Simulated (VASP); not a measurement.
# In2S (Fm-3m) in VASP: notebook

Runs on In2S. Level: PBE. Tasks: single point.

All numbers are computed with VASP 6.6.1; they aren't measurements. Logs are shortened: lines on timing, memory, paths and dates and some standing lists are left out, and cuts for length are marked.

### 1 The cell of the first run

It takes space group Fm-3m (No. 225, cubic). Conventional cell: a = 6.640 Å, b = 6.640 Å, c = 6.640 Å, α = 90.00°, β = 90.00°, γ = 90.00°. S (site symmetry m-3m) has 8 In at 2.88 Å within 3.8 Å. In (site symmetry -43m) has 4 S at 2.88 Å and 6 In at 3.32 Å within 3.8 Å.

### 2 Single point, PBE

INCAR

```
SYSTEM = In2S
ALGO = Normal
EDIFF = 1E-6
ENCUT = 500
GGA = PE
GGA_COMPAT = .FALSE.
ISIF = 2
ISMEAR = 0
LASPH = .TRUE.
LCHARG = .FALSE.
LREAL = .FALSE.
LWAVE = .FALSE.
NBANDS = 23
NELM = 120
PREC = Accurate
SIGMA = 0.05
```

KPOINTS

```
k-points
0
G
  4 4 4
  0 0 0
```

POSCAR

```
In2S
1.0
    0.0000000000      3.3199535571      3.3199535571
    3.3199535571      0.0000000000      3.3199535571
    3.3199535571      3.3199535571      0.0000000000
S In
1 2
Direct
    0.0000000000      0.0000000000      0.0000000000
    0.2500000000      0.2500000000      0.2500000000
    0.7500000000      0.7500000000      0.7500000000
```

Potentials or basis: VASP PAW PBE potentials, release 64 (S, In_d).

Run with:

```
> cat potpaw_PBE.64/S/POTCAR potpaw_PBE.64/In_d/POTCAR > POTCAR
> mpirun -np 1 vasp_std > vasp.out
```

OUTCAR:

```text
SYSTEM = In2S
   EDIFF = 1E-6
   ENCUT = 500
   GGA = PE
   ISIF = 2
   ISMEAR = 0
   LASPH = .TRUE.
   LREAL = .FALSE.
   NELM = 120
   PREC = Accurate

 ion  position               nearest neighbor table
   1  0.000  0.000  0.000-   3 2.88   3 2.88   3 2.88   2 2.88   3 2.88   2 2.88   2 2.88   2 2.88

   2  0.250  0.250  0.250-   1 2.88   1 2.88   1 2.88   1 2.88   3 3.32   3 3.32   3 3.32   3 3.32
                             3 3.32   3 3.32
   3  0.750  0.750  0.750-   1 2.88   1 2.88   1 2.88   1 2.88   2 3.32   2 3.32   2 3.32   2 3.32
                             2 3.32   2 3.32

  LATTYP: Found a face centered cubic cell.
 ALAT       =     6.6399071142

  Lattice vectors:

 A1 = (   0.0000000000,   3.3199535571,   3.3199535571)
 A2 = (   3.3199535571,   0.0000000000,   3.3199535571)
 A3 = (   3.3199535571,   3.3199535571,   0.0000000000)

Analysis of symmetry for initial positions (statically):
=====================================================================
 Subroutine PRICEL returns:
 Original cell was already a primitive cell.

 Routine SETGRP: Setting up the symmetry group for a
 face centered cubic supercell.

 Subroutine GETGRP returns: Found 48 space group operations
 (whereof 48 operations were pure point group operations)
 out of a pool of 48 trial point group operations.

The static configuration has the point symmetry O_h .

Analysis of symmetry for dynamics (positions and initial velocities):
=====================================================================
 Subroutine PRICEL returns:
 Original cell was already a primitive cell.

 Routine SETGRP: Setting up the symmetry group for a
 face centered cubic supercell.

 Subroutine GETGRP returns: Found 48 space group operations
 (whereof 48 operations were pure point group operations)
 out of a pool of 48 trial point group operations.

The dynamic configuration has the point symmetry O_h .

 Subroutine INISYM returns: Found 48 space group operations
 (whereof 48 operations are pure point group operations),
 and found     1 'primitive' translations

----------------------------------------------------------------------------------------

                                     Primitive cell

  volume of cell :      73.1857

  direct lattice vectors                    reciprocal lattice vectors
     0.000000000  3.319953557  3.319953557    -0.150604516  0.150604516  0.150604516
     3.319953557  0.000000000  3.319953557     0.150604516 -0.150604516  0.150604516
[... 63 lines left out ...]
   ICHARG =      2    charge: 1-file 2-atom 10-const
   ISPIN  =      1    spin polarized calculation?
   LNONCOLLINEAR =      F non collinear calculations
   LSORBIT =      F    spin-orbit coupling
   LASPH  =      T    aspherical Exc in radial PAW
   ENCUT  =  500.0 eV  36.75 Ry    6.06 a.u.   8.56  8.56  8.56*2*pi/ulx,y,z
   NELM   =    120;   NELMIN=  2; NELMDL= -5     # of ELM steps
   EDIFF  = 0.1E-05   stopping-criterion for ELM
   LREAL  =      F    real-space projection
[... 7 lines left out ...]
   TEBEG  =    0.0;   TEEND  =   0.0 temperature during run
   PSTRESS=    0.0 pullay stress
   NELECT =      32.0000    total number of electrons
   NUPDOWN=      -1.0000    fix difference up-down
   EMIN   =  10.00;   EMAX   =-10.00  energy-range for DOS
   EFERMI =   0.00;   METHOD = LEGACY
   ISMEAR =     0;   SIGMA  =   0.05  broadening in eV -4-tet -1-fermi 0-gaus
   EFERMI_NEDOS =   21; number of points for ismear=-14 and -15
   IALGO  =     38    algorithm
   IMIX   =      4    mixing-type and parameters
     AMIX     =   0.40;   BMIX     =  1.00
     AMIX_MAG =   1.60;   BMIX_MAG =  1.00
  volume/ion in A,a.u.               =      24.40       164.63
  Fermi-wavevector in a.u.,A,eV,Ry     =   1.242557  2.348091 21.006670  1.543947
  Thomas-Fermi vector in A             =   2.376906
   LORBIT       =      0    0 simple, 1 ext, 2 COOP (PROOUT), +10 PAW based schemes
   GGA     = PE    functional components
   LHFCALC =     F    Hartree Fock is set to
   AEXX    =    0.0000 exact exchange contribution
   IVDW    =     0    specifies the selected vdW correction
   LEPSILON=     F    determine dielectric tensor
   LRPA    =     F    only Hartree local field effects (RPA)
 non-spin polarized calculation
 Gauss-broadening in eV      SIGMA  =   0.05
  energy-cutoff  :      500.00
  volume of cell :       73.19
 maximum number of plane-waves:      1880
 NGX is ok and might be reduce to    36
   NGX = 17   NGY = 17   NGZ = 17

 number of electron      32.0000015 magnetization

 Free energy of the ion-electron system (eV)
  ---------------------------------------------------
  ext. energy  EPLUGINS =         0.00000000
  ---------------------------------------------------
  free energy    TOTEN  =        -8.78711300 eV

  energy without entropy =       -8.78533251  energy(sigma->0) =       -8.78622276

 E-fermi :   7.5062     XC(G=0):  -9.8537

 val. band max:        7.4243262540   @ k =   0.0000   0.0000   0.0000
 cond. band min:       7.5396555079   @ k =  -0.2500   0.5000   0.2500
 fundamental gap:      0.1153292538
 Fermi energy:         7.5061698243

 k-point     1 :       0.0000    0.0000    0.0000
  band No.  band energies     occupation
      1      -7.7375      2.00000
      2      -7.7375      2.00000
      3      -7.6472      2.00000
      4      -7.6472      2.00000
      5      -7.6472      2.00000
      6      -7.3615      2.00000
[... 197 lines left out ...]
     22      14.7882      0.00000
     23      15.5294      0.00000

------------------------ aborting loop because EDIFF is reached ----------------------------------------

  FORCE on cell =-STRESS in cart. coord.  units (eV):
  Direction    XX          YY          ZZ          XY          YZ          ZX
  --------------------------------------------------------------------------------------
  -------------------------------------------------------------------------------------
  Total        4.9499359      4.9499359      4.9499359     -0.0000000      0.0000000     -0.0000000
  in kB      108.3637782    108.3637782    108.3637782     -0.0000000      0.0000000     -0.0000000
  external PRESSURE =     108.3637782 kB  Pullay stress =       0.0000000 kB

 VOLUME and BASIS-vectors are now :
 -----------------------------------------------------------------------------
  energy-cutoff  :      500.00
  volume of cell :       73.19
      direct lattice vectors                 reciprocal lattice vectors
     0.000000000  3.319953557  3.319953557    -0.150604516  0.150604516  0.150604516
     3.319953557  0.000000000  3.319953557     0.150604516 -0.150604516  0.150604516
     3.319953557  3.319953557  0.000000000     0.150604516  0.150604516 -0.150604516

 POSITION                                       TOTAL-FORCE (eV/Angst)
 -----------------------------------------------------------------------------------
      0.00000      0.00000      0.00000        -0.000000      0.000000      0.000000
      1.65998      1.65998      1.65998        -0.000000     -0.000000     -0.000000
      4.97993      4.97993      4.97993         0.000000      0.000000      0.000000
 -----------------------------------------------------------------------------------
    total drift:                                0.000000      0.000000      0.000000

  FREE ENERGIE OF THE ION-ELECTRON SYSTEM (eV)
  ---------------------------------------------------
  free  energy   TOTEN  =        -8.7871129977 eV

  energy  without entropy=       -8.7853325133  energy(sigma->0) =       -8.78622276
```

OSZICAR:

```text
N       E                     dE             d eps       ncg     rms          rms(c)
DAV:   1     0.258242041078E+03    0.25824E+03   -0.14573E+04   368   0.170E+03
DAV:   2     0.147240683086E+02   -0.24352E+03   -0.23500E+03   368   0.393E+02
DAV:   3    -0.816606703019E+01   -0.22890E+02   -0.21403E+02   460   0.127E+02
DAV:   4    -0.916687323991E+01   -0.10008E+01   -0.99774E+00   431   0.278E+01
DAV:   5    -0.921815216105E+01   -0.51279E-01   -0.51277E-01   594   0.566E+00    0.103E+01
DAV:   6    -0.878723631205E+01    0.43092E+00   -0.67002E-01   573   0.109E+01    0.618E+00
DAV:   7    -0.879012629952E+01   -0.28900E-02   -0.17799E-01   474   0.219E+00    0.263E+00
DAV:   8    -0.878719230473E+01    0.29340E-02   -0.15552E-02   580   0.125E+00    0.255E-01
DAV:   9    -0.878679635495E+01    0.39595E-03   -0.26633E-03   551   0.625E-01    0.111E-01
DAV:  10    -0.878703747602E+01   -0.24112E-03   -0.54095E-04   488   0.168E-01    0.349E-02
DAV:  11    -0.878710627191E+01   -0.68796E-04   -0.11033E-04   417   0.521E-02    0.160E-02
DAV:  12    -0.878711190819E+01   -0.56363E-05   -0.12599E-05   461   0.247E-02    0.989E-03
DAV:  13    -0.878711306787E+01   -0.11597E-05   -0.36436E-06   353   0.145E-02    0.779E-03
DAV:  14    -0.878711299771E+01    0.70158E-07   -0.40568E-07   268   0.471E-03
   1 F= -.87871130E+01 E0= -.87862228E+01  d E =-.178048E-02
```

It took 17 s on 1 thread of AMD EPYC 7R13 (Zen 3), shared host; peak memory 0.17 GiB.

What came out:

```
Free energy            : -8.7871 eV
Pressure               : 10.8 GPa
Band gap on the k mesh : zero (bands 16 and 17 overlap by 0.67 eV)
```

Levels at points of the mesh, in eV from the Fermi level:
| k point | band 14 | band 15 | band 16 | band 17 | band 18 | band 19 |
| --- | --- | --- | --- | --- | --- | --- |
| (0.00, 0.00, 0.00) | -3.71 | -3.71 | -0.41 | -0.08 | -0.08 | -0.08 |
| (0.50, 0.00, 0.00) | -4.27 | -4.27 | 0.59 | 0.76 | 0.76 | 2.41 |
| (0.50, 0.50, 0.00) | -5.24 | -3.78 | -1.90 | 0.73 | 3.11 | 3.11 |

Caveat: the k points lie up to 0.41 Å⁻¹ apart, too coarse for converged energies and pressures of a metal; spin-orbit coupling is left out, which moves the levels of the heavy elements.

### 3 Single point, PBE

This run uses another cell than the first one, of 26.60 Å³/atom.

INCAR

```
PREC = Accurate ; ENCUT = 500
EDIFF = 1E-6 ; ISMEAR = 0
SIGMA = 0.05 ; LREAL = F
LASPH = T ; NELM = 120
ALGO = Normal ; ISIF = 2
LWAVE = F ; LCHARG = F
GGA = PE ; NBANDS = 23
GGA_COMPAT = F
```

KPOINTS

```
regular mesh
0
Gamma
  4 4 4
```

POSCAR

```
In2S
1.0
    0.0000000000      3.4171798473      3.4171798473
    3.4171798473      0.0000000000      3.4171798473
    3.4171798473      3.4171798473      0.0000000000
S In
1 2
Direct
    0.0000000000      0.0000000000      0.0000000000
    0.2500000000      0.2500000000      0.2500000000
    0.7500000000      0.7500000000      0.7500000000
```

Potentials or basis: VASP PAW PBE potentials, release 64 (S, In_d).

Run with:

```
> cat potpaw_PBE.64/S/POTCAR potpaw_PBE.64/In_d/POTCAR > POTCAR
> mpirun -np 1 vasp_std > vasp.out
```

Run time: 15 s. Hardware: 1 thread of AMD EPYC 7R13 (Zen 3), shared host; peak memory 0.17 GiB.

It converged, with:

| Property | Result |
| --- | --- |
| Free energy | -9.1255 eV |
| Pressure | 5.8 GPa |
| Band gap on the k mesh | zero (bands 16 and 17 overlap by 0.24 eV) |

Levels at points of the mesh, in eV from the Fermi level:
```tsv
k point	band 14	band 15	band 16	band 17	band 18	band 19
(0.00, 0.00, 0.00)	-3.49	-3.49	-0.93	0.03	0.03	0.03
(0.50, 0.00, 0.00)	-3.98	-3.98	0.24	0.83	0.83	2.32
(0.50, 0.50, 0.00)	-4.83	-3.82	-1.71	0.40	2.84	2.84
```

Caveat: the k points lie up to 0.40 Å⁻¹ apart; spin-orbit coupling is left out, which moves the levels of the heavy elements.

(Continued in part 2 of 2.)

The gap in the log of VASP goes by the Fermi energy; the results here count the filled bands.